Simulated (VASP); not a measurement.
# TiO2 (P4_2/mnm) in VASP: notebook

TiO2 is run at these levels: PBEsol; tasks: single point, relaxation of cell and atoms.

All numbers are computed with VASP 6.6.1; they aren't measurements. Logs are shortened: lines on timing, memory, paths and dates and some standing lists are left out, and cuts for length are marked.

**Measured values to compare with.**

“Shallow Valence Band of Rutile GeO2 and P-type Doping”, 2020, arxiv:2011.08928 quotes, for a bulk crystal of TiO2 at 1.6 K: band gap 3.03 eV (direct).

The results are compared with them further down.

### Step 1. The cell of the first run

Symmetry: P4_2/mnm, No. 136, tetragonal system. Conventional cell: a = 4.591 Å, b = 4.591 Å, c = 2.939 Å, α = 90.00°, β = 90.00°, γ = 90.00°. Ti (site symmetry mmm) has 6 O at 1.94 to 1.98 Å within 2.6 Å. O (site symmetry m2m) has 3 Ti at 1.94 to 1.98 Å and 1 O at 2.54 Å within 2.6 Å.

### Step 2. Single point, PBEsol

INCAR

```
SYSTEM = TiO2
ALGO = Normal
EDIFF = 1E-6
ENCUT = 520
GGA = PS
ISIF = 2
ISMEAR = 0
LASPH = .TRUE.
LCHARG = .FALSE.
LREAL = .FALSE.
LWAVE = .FALSE.
NBANDS = 33
NELM = 100
PREC = Accurate
SIGMA = 0.02
```

KPOINTS

```
k-points
0
G
  6 6 10
  0 0 0
```

POSCAR

```
TiO2
1.0
    4.5908688281      0.0000000000      0.0000000000
    0.0000000000      4.5908688281      0.0000000000
    0.0000000000      0.0000000000      2.9392264229
Ti O
2 4
Direct
    0.0000000000      0.0000000000      0.0000000000
    0.5000000000      0.5000000000      0.5000000000
    0.3044100929      0.3044100929      0.0000000000
    0.1955899071      0.8044100929      0.5000000000
    0.6955899071      0.6955899071      0.0000000000
    0.8044100929      0.1955899071      0.5000000000
```

Potentials or basis: VASP PAW PBE potentials, release 64 (Ti_sv, O).

Started as:

```console
$ cat potpaw_PBE.64/Ti_sv/POTCAR potpaw_PBE.64/O/POTCAR > POTCAR
$ mpirun -np 1 vasp_std > vasp.out
```

OUTCAR:

```text
SYSTEM = TiO2
   EDIFF = 1E-6
   ENCUT = 520
   GGA = PS
   ISIF = 2
   ISMEAR = 0
   LASPH = .TRUE.
   LREAL = .FALSE.
   NELM = 100
   PREC = Accurate

 ion  position               nearest neighbor table
   1  0.000  0.000  0.000-   4 1.94   6 1.94   4 1.94   6 1.94   5 1.98   3 1.98
   2  0.500  0.500  0.500-   3 1.94   5 1.94   3 1.94   5 1.94   4 1.98   6 1.98
   3  0.304  0.304  0.000-   2 1.94   2 1.94   1 1.98
   4  0.196  0.804  0.500-   1 1.94   1 1.94   2 1.98
   5  0.696  0.696  0.000-   2 1.94   2 1.94   1 1.98
   6  0.804  0.196  0.500-   1 1.94   1 1.94   2 1.98

  LATTYP: Found a simple tetragonal cell.
 ALAT       =     4.5908688281
 C/A-ratio  =     0.6402331526

  Lattice vectors:

 A1 = (   4.5908688281,   0.0000000000,   0.0000000000)
 A2 = (   0.0000000000,   4.5908688281,   0.0000000000)
 A3 = (   0.0000000000,   0.0000000000,   2.9392264229)

Analysis of symmetry for initial positions (statically):
=====================================================================
 Subroutine PRICEL returns:
 Original cell was already a primitive cell.

 Routine SETGRP: Setting up the symmetry group for a
 simple tetragonal supercell.

 Subroutine GETGRP returns: Found 16 space group operations
 (whereof  8 operations were pure point group operations)
 out of a pool of 16 trial point group operations.

The static configuration has the point symmetry D_2h.
 The point group associated with its full space group is D_4h.

Analysis of symmetry for dynamics (positions and initial velocities):
=====================================================================
 Subroutine PRICEL returns:
 Original cell was already a primitive cell.

 Routine SETGRP: Setting up the symmetry group for a
 simple tetragonal supercell.

 Subroutine GETGRP returns: Found 16 space group operations
 (whereof  8 operations were pure point group operations)
 out of a pool of 16 trial point group operations.

The dynamic configuration has the point symmetry D_2h.
 The point group associated with its full space group is D_4h.

 Subroutine INISYM returns: Found 16 space group operations
 (whereof  8 operations are pure point group operations),
 and found     1 'primitive' translations

----------------------------------------------------------------------------------------
[... 101 lines left out ...]
   EDIFF  = 0.1E-05   stopping-criterion for ELM
   LREAL  =      F    real-space projection
   EDIFFG = 0.1E-04   stopping-criterion for IOM
   NSW    =      0    number of steps for IOM
   IBRION =     -1    ionic relax: 0-MD 1-quasi-New 2-CG
   NFREE  =      0    steps in history (QN), initial steepest desc. (CG)
   ISIF   =      2    stress and relaxation
   ISYM   =      2    0-nonsym 1-usesym 2-fastsym
   POTIM  = 0.5000    time-step for ionic-motion
   TEBEG  =    0.0;   TEEND  =   0.0 temperature during run
   PSTRESS=    0.0 pullay stress
   NELECT =      48.0000    total number of electrons
   NUPDOWN=      -1.0000    fix difference up-down
   EMIN   =  10.00;   EMAX   =-10.00  energy-range for DOS
   EFERMI =   0.00;   METHOD = LEGACY
   ISMEAR =     0;   SIGMA  =   0.02  broadening in eV -4-tet -1-fermi 0-gaus
   EFERMI_NEDOS =   21; number of points for ismear=-14 and -15
   IALGO  =     38    algorithm
   IMIX   =      4    mixing-type and parameters
     AMIX     =   0.40;   BMIX     =  1.00
     AMIX_MAG =   1.60;   BMIX_MAG =  1.00
  volume/ion in A,a.u.               =      10.32        69.67
  Fermi-wavevector in a.u.,A,eV,Ry     =   1.503653  2.841492 30.762398  2.260972
  Thomas-Fermi vector in A             =   2.614735
   LORBIT       =      0    0 simple, 1 ext, 2 COOP (PROOUT), +10 PAW based schemes
   GGA     = PS    functional components
   LHFCALC =     F    Hartree Fock is set to
   AEXX    =    0.0000 exact exchange contribution
   IVDW    =     0    specifies the selected vdW correction
   LEPSILON=     F    determine dielectric tensor
   LRPA    =     F    only Hartree local field effects (RPA)
 non-spin polarized calculation
 Gauss-broadening in eV      SIGMA  =   0.02
  energy-cutoff  :      520.00
  volume of cell :       61.95
 maximum number of plane-waves:      1696
 NGX is ok and might be reduce to    36
   NGX = 17   NGY = 17   NGZ = 11

 number of electron      48.0000019 magnetization

 Free energy of the ion-electron system (eV)
  ---------------------------------------------------
  ext. energy  EPLUGINS =         0.00000000
  ---------------------------------------------------
  free energy    TOTEN  =       -56.09834582 eV

  energy without entropy =      -56.09834582  energy(sigma->0) =      -56.09834582

 E-fermi :   5.0057     XC(G=0): -11.7432

 val. band max:        4.8032431411   @ k =   0.0000   0.0000   0.0000
 cond. band min:       6.6434983296   @ k =   0.0000   0.0000   0.0000
 fundamental gap:      1.8402551885
 Fermi energy:         5.0056988247

 k-point     1 :       0.0000    0.0000    0.0000
  band No.  band energies     occupation
      1     -51.8200      2.00000
      2     -51.8016      2.00000
      3     -28.2508      2.00000
      4     -28.2508      2.00000
      5     -28.0762      2.00000
      6     -28.0762      2.00000
[... 853 lines left out ...]
     32      10.2217      0.00000
     33      11.4123      0.00000

 [... further k-points ...]

------------------------ aborting loop because EDIFF is reached ----------------------------------------

  FORCE on cell =-STRESS in cart. coord.  units (eV):
  Direction    XX          YY          ZZ          XY          YZ          ZX
  --------------------------------------------------------------------------------------
  -------------------------------------------------------------------------------------
  Total        0.2164630      0.2164630      0.3170483      0.0000000      0.0000000      0.0000000
  in kB        5.5984960      5.5984960      8.1999879      0.0000000      0.0000000      0.0000000
  external PRESSURE =       6.4656599 kB  Pullay stress =       0.0000000 kB

 VOLUME and BASIS-vectors are now :
 -----------------------------------------------------------------------------
  energy-cutoff  :      520.00
  volume of cell :       61.95
      direct lattice vectors                 reciprocal lattice vectors
     4.590868828  0.000000000  0.000000000     0.217823693  0.000000000  0.000000000
     0.000000000  4.590868828  0.000000000     0.000000000  0.217823693  0.000000000
     0.000000000  0.000000000  2.939226423     0.000000000  0.000000000  0.340225575

 POSITION                                       TOTAL-FORCE (eV/Angst)
 -----------------------------------------------------------------------------------
      0.00000      0.00000      0.00000         0.000000      0.000000      0.000000
      2.29543      2.29543      1.46961         0.000000      0.000000      0.000000
      1.39751      1.39751      0.00000        -0.015044     -0.015044      0.000000
      0.89793      3.69294      1.46961         0.015044     -0.015044      0.000000
      3.19336      3.19336      0.00000         0.015044      0.015044     -0.000000
      3.69294      0.89793      1.46961        -0.015044      0.015044     -0.000000
 -----------------------------------------------------------------------------------
    total drift:                                0.000000      0.000000     -0.000000

  FREE ENERGIE OF THE ION-ELECTRON SYSTEM (eV)
  ---------------------------------------------------
  free  energy   TOTEN  =       -56.0983458173 eV

  energy  without entropy=      -56.0983458173  energy(sigma->0) =      -56.09834582
```

stdout:

```text
POSCAR found type information on POSCAR TiO
 POSCAR found :  2 types and       6 ions
 scaLAPACK will be used
 -----------------------------------------------------------------------------
|                                                                             |
|                                                                             |
|     You enforced a specific xc type in the INCAR file but a different       |
|     I HOPE YOU KNOW WHAT YOU ARE DOING!                                     |
|                                                                             |
 -----------------------------------------------------------------------------

 LDA part: xc-table for (Slater+PW92), standard interpolation
 POSCAR, INCAR and KPOINTS ok, starting setup
 FFT: planning ... GRIDC
 FFT: planning ... GRID_SOFT
 FFT: planning ... GRID
 WAVECAR not read
 entering main loop
```

Wall time 91 s (1 thread of Intel Xeon Platinum 8375C at 2.90GHz (Ice Lake), shared host); peak memory 0.23 GiB.

Results:

```
Free energy            : -56.0983 eV
Pressure               : 0.6 GPa
Largest force          : 0.021 eV/Å
Band gap on the k mesh : 1.84 eV
```

Forces in eV/Å, atoms in the order of the input:
```
Ti   0.000  0.000  0.000
Ti   0.000  0.000  0.000
O   -0.015 -0.015  0.000
O    0.015 -0.015  0.000
O    0.015  0.015  0.000
O   -0.015  0.015  0.000
```

Levels at points of the mesh, in eV from the valence-band top:
```
           k point  band 21  band 22  band 23  band 24  band 25  band 26  band 27  band 28
(0.00, 0.00, 0.00)    -0.69    -0.46    -0.46     0.00     1.84     2.12     2.42     2.51
(0.50, 0.00, 0.00)    -1.64    -1.64    -0.76    -0.76     2.52     2.52     3.05     3.05
(0.50, 0.50, 0.00)    -1.29    -1.29    -1.09    -1.09     1.88     1.88     2.54     2.54
(0.00, 0.00, 0.50)    -2.43    -2.43    -1.45    -1.45     2.99     2.99     3.23     3.23
(0.50, 0.00, 0.50)    -2.08    -2.08    -1.06    -1.06     1.88     1.88     3.26     3.26
(0.50, 0.50, 0.50)    -1.31    -1.31    -0.68    -0.68     2.60     2.60     3.22     3.22
```

Caveat: the PAW data sets were made with another functional, which shifts forces and pressure a little.

### Step 3. Relaxation of cell and atoms, PBEsol

This run uses another cell than the first one, of 10.39 Å³/atom.

INCAR

```
SYSTEM = TiO2
PREC = Accurate
ENCUT = 600
EDIFF = 1E-6
ISMEAR = 0
SIGMA = 0.02
LREAL = .False.
LASPH = .True.
NELM = 60
ALGO = Normal
ISIF = 3
LWAVE = .False.
LCHARG = .False.
GGA = PS
IBRION = 2
NSW = 100
EDIFFG = -0.005
```

KPOINTS

```
regular mesh
0
Gamma
  6 6 10
  0 0 0
```

POSCAR

```
TiO2
1.0
    4.5922000000      0.0000000000      0.0000000000
    0.0000000000      4.5922000000      0.0000000000
    0.0000000000      0.0000000000      2.9574000000
Ti O
2 4
Direct
    0.0000000000      0.0000000000      0.0000000000
    0.5000000000      0.5000000000      0.5000000000
    0.3049600000      0.3049600000      0.0000000000
    0.1950400000      0.8049600000      0.5000000000
    0.6950400000      0.6950400000      0.0000000000
    0.8049600000      0.1950400000      0.5000000000
```

Potentials or basis: VASP PAW PBE potentials, release 64 (Ti_sv, O).

Started as:

```console
$ cat potpaw_PBE.64/Ti_sv/POTCAR potpaw_PBE.64/O/POTCAR > POTCAR
$ mpirun -np 1 vasp_std > vasp.out
```

Wall time 2.3 min (1 thread of Intel Xeon 6975P-C (Granite Rapids), shared host); peak memory 0.26 GiB.

The run converged. Its results:

| Item | Value |
| --- | --- |
| Free energy | -56.1078 eV |
| Relaxed volume | 10.34 Å³/atom |
| Relaxed cell | a = 4.592 Å, b = 4.592 Å, c = 2.942 Å, α = 90.00°, β = 90.00°, γ = 90.00° |
| Space group after relaxing (to 0.1 Å) | P4_2/mnm (No. 136) |
| Energy gained by relaxing | 0.5 meV/atom |
| Ionic steps | 5 |
| Pressure after relaxing | 0.0 GPa |
| Band gap on the k mesh | 1.83 eV |

Forces on the atoms (eV/Å):
```
Ti   0.000  0.000  0.000
Ti   0.000  0.000  0.000
O    0.002  0.002  0.000
O   -0.002  0.002  0.000
O   -0.002 -0.002  0.000
O    0.002 -0.002  0.000
```

Step by step:
```csv
step,energy change (eV),largest force (eV/Å),pressure (GPa),volume (Å³)
1,0.0000,0.0539,-1.26,62.37
2,-0.0005,0.0656,1.75,61.63
3,-0.0023,0.0597,0.34,61.98
4,-0.0029,0.0055,0.02,62.04
5,-0.0029,0.0027,0.01,62.04
```

Final structure:
```xyz
6
Lattice="4.5922 0.0000 0.0000 0.0000 4.5922 0.0000 0.0000 0.0000 2.9419" Properties=species:S:1:pos:R:3 pbc="T T T"
Ti    0.0000    0.0000    0.0000
Ti    2.2961    2.2961    1.4709
O     1.3974    1.3974    0.0000
O     0.8987    3.6935    1.4709
O     3.1948    3.1948    0.0000
O     3.6935    0.8987    1.4709
```

Levels at points of the mesh, in eV from the valence-band top:
```
           k point  band 20  band 21  band 22  band 23  band 24  band 25  band 26  band 27  band 28
(0.00, 0.00, 0.00)    -1.98    -0.69    -0.46    -0.46     0.00     1.83     2.11     2.41     2.50
(0.50, 0.00, 0.00)    -3.10    -1.64    -1.64    -0.76    -0.76     2.51     2.51     3.04     3.04
(0.50, 0.50, 0.00)    -2.25    -1.30    -1.30    -1.09    -1.09     1.87     1.87     2.53     2.53
(0.00, 0.00, 0.50)    -2.81    -2.43    -2.43    -1.45    -1.45     2.98     2.98     3.22     3.22
(0.50, 0.00, 0.50)    -2.41    -2.08    -2.08    -1.06    -1.06     1.88     1.88     3.24     3.24
(0.50, 0.50, 0.50)    -2.78    -1.31    -1.31    -0.68    -0.68     2.59     2.59     3.20     3.20
```

Caveat: the PAW data sets were made with another functional, which shifts forces and pressure a little.

### Step 4. Comparison with measurements

Step 2. Against the measured gap of TiO2, 3.03 eV (direct; 1.6 K; quoted in “Shallow Valence Band of Rutile GeO2 and P-type Doping”, 2020, arxiv:2011.08928), the calculated 1.84 eV is off by -1.19 eV. 2 values of this kind are on record in papers (3.03 to 3.05 eV); this one was drawn at random among those near their median. The value is that of PBEsol on a finite k mesh, which can miss the band edges, without temperature or zero-point motion. Semilocal functionals fall short of measured gaps as a rule.
